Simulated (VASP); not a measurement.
# KSnCl3 (P4/mmm) in VASP: single point with r2SCAN

Aim: the single point of KSnCl3 with r2SCAN.

Everything below comes from runs of VASP 6.6.1. Logs are shortened: lines on timing, memory, paths and dates and some standing lists are left out, and cuts for length are marked.

### 1 The cell of the first run

Symmetry: P4/mmm, No. 123, tetragonal system. Conventional cell: a = 5.540 Å, b = 5.540 Å, c = 5.706 Å, α = 90.00°, β = 90.00°, γ = 90.00°. Within 5.1 Å of K (site symmetry 4/mmm) lie 12 Cl at 3.92 to 3.98 Å and 8 Sn at 4.85 Å. Within 3.7 Å of Sn (site symmetry 4/mmm) lie 6 Cl at 2.77 to 2.85 Å. Within 3.7 Å of Cl (site symmetry mmm) lie 2 Sn at 2.77 Å. Cl (site symmetry 4/mmm) has 2 Sn at 2.85 Å within 3.8 Å.

### 2 Single point, r2SCAN (uniaxial x strain +3.0%)

POSCAR

```
KSnCl3
1.0
    5.7061854482      0.0000000000      0.0000000000
    0.0000000000      5.5399858721      0.0000000000
    0.0000000000      0.0000000000      5.5399858721
K Sn Cl
1 1 3
Direct
    0.0000000000      0.0000000000      0.0000000000
    0.5000000000      0.5000000000      0.5000000000
    0.5000000000      0.5000000000      0.0000000000
    0.5000000000      0.0000000000      0.5000000000
    0.0000000000      0.5000000000      0.5000000000
```

INCAR.step1

```
SYSTEM = KSnCl3
ALGO = Normal
EDIFF = 1E-4
ENCUT = 520
GGA = PE
ISMEAR = 0
LASPH = .TRUE.
LCHARG = .FALSE.
LREAL = .FALSE.
LWAVE = .TRUE.
NBANDS = 30
NELM = 100
PREC = Accurate
SIGMA = 0.01
```

INCAR.step2

```
SYSTEM = KSnCl3
ALGO = Normal
EDIFF = 1E-6
ENCUT = 520
ISIF = 2
ISMEAR = 0
ISTART = 1
LASPH = .TRUE.
LCHARG = .FALSE.
LMIXTAU = .TRUE.
LREAL = .FALSE.
LWAVE = .FALSE.
METAGGA = R2SCAN
NBANDS = 30
NELM = 100
PREC = Accurate
SIGMA = 0.01
```

KPOINTS

```
k-points
0
G
  6 6 6
  0 0 0
```

Potentials or basis: VASP PAW PBE potentials, release 64 (K_sv, Sn_d, Cl).

On the command line:

```console
cat potpaw_PBE.64/K_sv/POTCAR potpaw_PBE.64/Sn_d/POTCAR potpaw_PBE.64/Cl/POTCAR > POTCAR
cp INCAR.step1 INCAR
mpirun -np 1 vasp_std > vasp.out
cp INCAR.step2 INCAR
mpirun -np 1 vasp_std > vasp.out
```

OUTCAR:

```text
SYSTEM = KSnCl3
   EDIFF = 1E-6
   ENCUT = 520
   ISIF = 2
   ISMEAR = 0
   ISTART = 1
   LASPH = .TRUE.
   LREAL = .FALSE.
   METAGGA = R2SCAN
   NELM = 100
   PREC = Accurate

 ion  position               nearest neighbor table
   1  0.000  0.000  0.000-
   2  0.500  0.500  0.500-   3 2.77   4 2.77   3 2.77   4 2.77   5 2.85   5 2.85
   3  0.500  0.500  0.000-   2 2.77   2 2.77
   4  0.500  0.000  0.500-   2 2.77   2 2.77
   5  0.000  0.500  0.500-   2 2.85   2 2.85

  LATTYP: Found a simple tetragonal cell.
 ALAT       =     5.5399858721
 C/A-ratio  =     1.0300000000

  Lattice vectors:

 A1 = (   0.0000000000,   5.5399858721,   0.0000000000)
 A2 = (   0.0000000000,   0.0000000000,   5.5399858721)
 A3 = (   5.7061854482,   0.0000000000,   0.0000000000)

Analysis of symmetry for initial positions (statically):
=====================================================================
 Subroutine PRICEL returns:
 Original cell was already a primitive cell.

 Routine SETGRP: Setting up the symmetry group for a
 simple tetragonal supercell.

 Subroutine GETGRP returns: Found 16 space group operations
 (whereof 16 operations were pure point group operations)
 out of a pool of 16 trial point group operations.

The static configuration has the point symmetry D_4h.

Analysis of symmetry for dynamics (positions and initial velocities):
=====================================================================
 Subroutine PRICEL returns:
 Original cell was already a primitive cell.

 Routine SETGRP: Setting up the symmetry group for a
 simple tetragonal supercell.

 Subroutine GETGRP returns: Found 16 space group operations
 (whereof 16 operations were pure point group operations)
 out of a pool of 16 trial point group operations.

The dynamic configuration has the point symmetry D_4h.

 Subroutine INISYM returns: Found 16 space group operations
 (whereof 16 operations are pure point group operations),
 and found     1 'primitive' translations

----------------------------------------------------------------------------------------

                                     Primitive cell

  volume of cell :     175.1311

  direct lattice vectors                    reciprocal lattice vectors
     5.706185448  0.000000000  0.000000000     0.175248423  0.000000000  0.000000000
     0.000000000  5.539985872  0.000000000     0.000000000  0.180505875  0.000000000
     0.000000000  0.000000000  5.539985872     0.000000000  0.000000000  0.180505875

  length of vectors
     5.706185448  5.539985872  5.539985872     0.175248423  0.180505875  0.180505875

  position of ions in fractional coordinates (direct lattice)
     0.000000000  0.000000000  0.000000000
     0.500000000  0.500000000  0.500000000
     0.500000000  0.500000000  0.000000000
     0.500000000  0.000000000  0.500000000
     0.000000000  0.500000000  0.500000000

  ion indices of the primitive-cell ions
   primitive index   ion index
                 1           1
                 2           2
                 3           3
                 4           4
                 5           5

----------------------------------------------------------------------------------------

 KPOINTS: k-points

Automatic generation of k-mesh.
 Grid dimensions read from file:
 generate k-points for:    6    6    6

 Generating k-lattice:

  Cartesian coordinates                     Fractional coordinates (reciprocal lattice)
     0.029208070  0.000000000  0.000000000     0.166666667  0.000000000  0.000000000
     0.000000000  0.030084313  0.000000000     0.000000000  0.166666667  0.000000000
     0.000000000  0.000000000  0.030084313     0.000000000  0.000000000  0.166666667

  Length of vectors
     0.029208070  0.030084313  0.030084313

  Shift w.r.t. Gamma in fractional coordinates (k-lattice)
     0.000000000  0.000000000  0.000000000

 Subroutine IBZKPT returns following result:
 ===========================================

 Found     40 irreducible k-points:

 Following reciprocal coordinates:
            Coordinates               Weight
  0.000000  0.000000  0.000000      1.000000
  0.166667  0.000000  0.000000      2.000000
  0.333333  0.000000  0.000000      2.000000
  0.500000  0.000000  0.000000      1.000000
  0.000000  0.166667  0.000000      4.000000
  0.166667  0.166667  0.000000      8.000000
[... 16 lines left out ...]
  0.333333  0.333333  0.166667     16.000000
  0.500000  0.333333  0.166667      8.000000
 [... further k-points ...]
   k-points           NKPTS =     40   k-points in BZ     NKDIM =     40   number of bands    NBANDS=     30
   number of dos      NEDOS =    301   number of ions     NIONS =      5
   total plane-waves  NPLWV =  74088
   dimension x,y,z NGX =    42 NGY =   42 NGZ =   42
   dimension x,y,z NGXF=    84 NGYF=   84 NGZF=   84
   ions per type =               1   1   3
   NGX,Y,Z   is equivalent  to a cutoff of  12.24, 12.60, 12.60 a.u.
   NGXF,Y,Z  is equivalent  to a cutoff of  24.47, 25.21, 25.21 a.u.
 SYSTEM =  KSnCl3
   PREC   = accura    normal or accurate (medium, high low for compatibility)
   ISTART =      1    job   : 0-new  1-cont  2-samecut
   ICHARG =      0    charge: 1-file 2-atom 10-const
   ISPIN  =      1    spin polarized calculation?
   LNONCOLLINEAR =      F non collinear calculations
   LSORBIT =      F    spin-orbit coupling
   LASPH  =      T    aspherical Exc in radial PAW
   ENCUT  =  520.0 eV  38.22 Ry    6.18 a.u.  10.61 10.30 10.30*2*pi/ulx,y,z
   NELM   =    100;   NELMIN=  2; NELMDL=  0     # of ELM steps
   EDIFF  = 0.1E-05   stopping-criterion for ELM
   LREAL  =      F    real-space projection
   EDIFFG = 0.1E-04   stopping-criterion for IOM
   NSW    =      0    number of steps for IOM
   IBRION =     -1    ionic relax: 0-MD 1-quasi-New 2-CG
   NFREE  =      0    steps in history (QN), initial steepest desc. (CG)
   ISIF   =      2    stress and relaxation
   ISYM   =      2    0-nonsym 1-usesym 2-fastsym
   POTIM  = 0.5000    time-step for ionic-motion
   TEBEG  =    0.0;   TEEND  =   0.0 temperature during run
   PSTRESS=    0.0 pullay stress
   NELECT =      44.0000    total number of electrons
   NUPDOWN=      -1.0000    fix difference up-down
   EMIN   =  10.00;   EMAX   =-10.00  energy-range for DOS
   EFERMI =   0.00;   METHOD = LEGACY
   ISMEAR =     0;   SIGMA  =   0.01  broadening in eV -4-tet -1-fermi 0-gaus
   EFERMI_NEDOS =   21; number of points for ismear=-14 and -15
   IALGO  =     38    algorithm
   IMIX   =      4    mixing-type and parameters
     AMIX     =   0.40;   BMIX     =  1.00
     AMIX_MAG =   1.60;   BMIX_MAG =  1.00
  volume/ion in A,a.u.               =      35.03       236.37
  Fermi-wavevector in a.u.,A,eV,Ry     =   1.033010  1.952106 14.518917  1.067110
  Thomas-Fermi vector in A             =   2.167236
   LORBIT       =      0    0 simple, 1 ext, 2 COOP (PROOUT), +10 PAW based schemes
   METAGGA = R2SCAN    functional components
   LHFCALC =     F    Hartree Fock is set to
   AEXX    =    0.0000 exact exchange contribution
   IVDW    =     0    specifies the selected vdW correction
   LEPSILON=     F    determine dielectric tensor
   LRPA    =     F    only Hartree local field effects (RPA)
 non-spin polarized calculation
 Gauss-broadening in eV      SIGMA  =   0.01
  energy-cutoff  :      520.00
  volume of cell :      175.13
 maximum number of plane-waves:      4750
   NGX = 21   NGY = 21   NGZ = 21

 number of electron      44.0000000 magnetization

 Free energy of the ion-electron system (eV)
  ---------------------------------------------------
  ext. energy  EPLUGINS =         0.00000000
  ---------------------------------------------------
  free energy    TOTEN  =       -56.36138913 eV

  energy without entropy =      -56.36138913  energy(sigma->0) =      -56.36138913

 E-fermi :   2.0499     XC(G=0):  -7.6929

 val. band max:        1.9620443825   @ k =   0.5000   0.5000   0.5000
 cond. band min:       2.9452765295   @ k =   0.5000   0.5000   0.5000
 fundamental gap:      0.9832321470
 Fermi energy:         2.0499230760

 k-point     1 :       0.0000    0.0000    0.0000
  band No.  band energies     occupation
      1     -30.9871      2.00000
      2     -20.9240      2.00000
      3     -20.9186      2.00000
      4     -20.8817      2.00000
      5     -20.8817      2.00000
      6     -20.8749      2.00000
[... 22 lines left out ...]
     29       7.1904      0.00000
     30       7.4905      0.00000

 k-point     2 :       0.1667    0.0000    0.0000
  band No.  band energies     occupation
      1     -30.9871      2.00000
      2     -20.9240      2.00000
      3     -20.9165      2.00000
      4     -20.8817      2.00000
      5     -20.8817      2.00000
      6     -20.8749      2.00000
[... 22 lines left out ...]
     29       7.2952      0.00000
     30       7.6516      0.00000

 k-point     3 :       0.3333    0.0000    0.0000
  band No.  band energies     occupation
      1     -30.9871      2.00000
      2     -20.9240      2.00000
      3     -20.9124      2.00000
      4     -20.8818      2.00000
      5     -20.8818      2.00000
      6     -20.8748      2.00000
[... 22 lines left out ...]
     29       7.6017      0.00000
     30       8.0373      0.00000

 k-point     4 :       0.5000    0.0000    0.0000
  band No.  band energies     occupation
      1     -30.9871      2.00000
      2     -20.9240      2.00000
      3     -20.9103      2.00000
      4     -20.8819      2.00000
      5     -20.8819      2.00000
      6     -20.8749      2.00000
[... 22 lines left out ...]
     29       7.9990      0.00000
     30       8.2105      0.00000

 k-point     5 :       0.0000    0.1667    0.0000
  band No.  band energies     occupation
      1     -30.9871      2.00000
      2     -20.9220      2.00000
      3     -20.9172      2.00000
      4     -20.8817      2.00000
      5     -20.8817      2.00000
      6     -20.8749      2.00000
[... 22 lines left out ...]
     29       7.1853      0.00000
     30       7.4685      0.00000
[... 526 lines left out ...]
     29       7.6636      0.00000
     30       7.9602      0.00000

 k-point    22 :       0.1667    0.3333    0.1667
  band No.  band energies     occupation
      1     -30.9870      2.00000
      2     -20.9165      2.00000
      3     -20.9105      2.00000
      4     -20.8820      2.00000
      5     -20.8818      2.00000
      6     -20.8752      2.00000
[... 22 lines left out ...]
     29       7.7805      0.00000
     30       7.8395      0.00000

 k-point    23 :       0.3333    0.3333    0.1667
  band No.  band energies     occupation
      1     -30.9870      2.00000
      2     -20.9153      2.00000
      3     -20.9075      2.00000
      4     -20.8821      2.00000
      5     -20.8819      2.00000
      6     -20.8752      2.00000
[... 22 lines left out ...]
     29       7.6432      0.00000
     30       8.1324      0.00000

 k-point    24 :       0.5000    0.3333    0.1667
  band No.  band energies     occupation
      1     -30.9870      2.00000
      2     -20.9150      2.00000
      3     -20.9057      2.00000
      4     -20.8821      2.00000
      5     -20.8820      2.00000
      6     -20.8752      2.00000
[... 22 lines left out ...]
     29       7.8547      0.00000
     30       8.0860      0.00000

 [... further k-points ...]

------------------------ aborting loop because EDIFF is reached ----------------------------------------

  FORCE on cell =-STRESS in cart. coord.  units (eV):
  Direction    XX          YY          ZZ          XY          YZ          ZX
  --------------------------------------------------------------------------------------
  -------------------------------------------------------------------------------------
  Total       -1.7607214     -0.4531286     -0.4531286     -0.0000000      0.0000000      0.0000000
  in kB      -16.1078670     -4.1454227     -4.1454227     -0.0000000      0.0000000      0.0000000
  external PRESSURE =      -8.1329041 kB  Pullay stress =       0.0000000 kB

 VOLUME and BASIS-vectors are now :
 -----------------------------------------------------------------------------
  energy-cutoff  :      520.00
  volume of cell :      175.13
      direct lattice vectors                 reciprocal lattice vectors
     5.706185448  0.000000000  0.000000000     0.175248423  0.000000000  0.000000000
     0.000000000  5.539985872  0.000000000     0.000000000  0.180505875  0.000000000
     0.000000000  0.000000000  5.539985872     0.000000000  0.000000000  0.180505875

 POSITION                                       TOTAL-FORCE (eV/Angst)
 -----------------------------------------------------------------------------------
      0.00000      0.00000      0.00000         0.000000      0.000000      0.000000
      2.85309      2.76999      2.76999         0.000000      0.000000      0.000000
      2.85309      2.76999      0.00000         0.000000      0.000000      0.000000
      2.85309      0.00000      2.76999         0.000000      0.000000      0.000000
      0.00000      2.76999      2.76999         0.000000      0.000000      0.000000
 -----------------------------------------------------------------------------------
    total drift:                                0.000000     -0.000000     -0.000000

  FREE ENERGIE OF THE ION-ELECTRON SYSTEM (eV)
  ---------------------------------------------------
  free  energy   TOTEN  =       -56.3613891340 eV

  energy  without entropy=      -56.3613891340  energy(sigma->0) =      -56.36138913
```

Wall time 6.5 min (1 thread of Intel Xeon Platinum 8559C (Emerald Rapids), shared host); peak memory 0.4 GiB.

What came out:

```yaml
Free_energy: -56.3614 eV
Pressure: -0.8 GPa
Band_gap_on_the_k_mesh: 0.98 eV, direct
```

Stress tensor (GPa, compression positive):
```
-1.61  0.00  0.00
 0.00 -0.41  0.00
 0.00  0.00 -0.41
```

Caveat: the cell differs from its parent crystal (uniaxial x strain +3.0%); the PAW data sets were made with another functional, which shifts forces and pressure a little; spin-orbit coupling is left out, which moves the levels of the heavy elements. A k mesh can miss the band edges.
